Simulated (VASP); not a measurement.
Write the native input for VASP 6.6.1 that does the following.

```
Task                   : single point
Functional             : PBE
Potentials or basis    : VASP PAW PBE potentials, release 64 (Ca_sv, O)
Cutoff                 : 520 eV
k mesh                 : 8 × 8 × 8
Occupations            : gaussian, width 0.02 eV
Spin                   : no spin polarisation
Dipole correction      : no
Further INCAR settings : ALGO = Normal; EDIFF = 1e-06; NBANDS = 15
```

The structure of CaO lies in POSCAR:

```
CaO
1.0
    0.0000000000      2.5731838654      2.5731838654
    2.5731838654      0.0000000000      2.5731838654
    2.5731838654      2.5731838654      0.0000000000
Ca O
1 1
Direct
    0.0000000000      0.0000000000      0.0000000000
    0.5000000000      0.5000000000      0.5000000000
```

This cell differs from its parent crystal: Sr replaced by Ca, lengths x 0.956, strained.

One way to write it, as run:

INCAR

```
SYSTEM = CaO
PREC = Accurate
ENCUT = 520
EDIFF = 1E-6
ISMEAR = 0
SIGMA = 0.02
LREAL = .False.
LASPH = .True.
NELM = 100
ALGO = Normal
ISIF = 2
LWAVE = .False.
LCHARG = .False.
GGA = PE
NBANDS = 15
```

KPOINTS

```
regular mesh
0
Gamma
  8 8 8
  0 0 0
```

Potentials or basis: VASP PAW PBE potentials, release 64 (Ca_sv, O).

The run is started by

```console
$ cat potpaw_PBE.64/Ca_sv/POTCAR potpaw_PBE.64/O/POTCAR > POTCAR
$ mpirun -np 1 vasp_std > vasp.out
```

Results of the run:

| Quantity | Value |
| --- | --- |
| Pressure | -13.0 GPa |
| Band gap on the k mesh | 3.24 eV |

Caveat: the cell differs from its parent crystal (Sr replaced by Ca, lengths x 0.956, strained); the cell stands under tension.

Run time: 11 s on 1 thread of Intel(R) Xeon(R) Platinum 8488C (Sapphire Rapids), with other jobs on the host, peak memory 0.15 GiB.
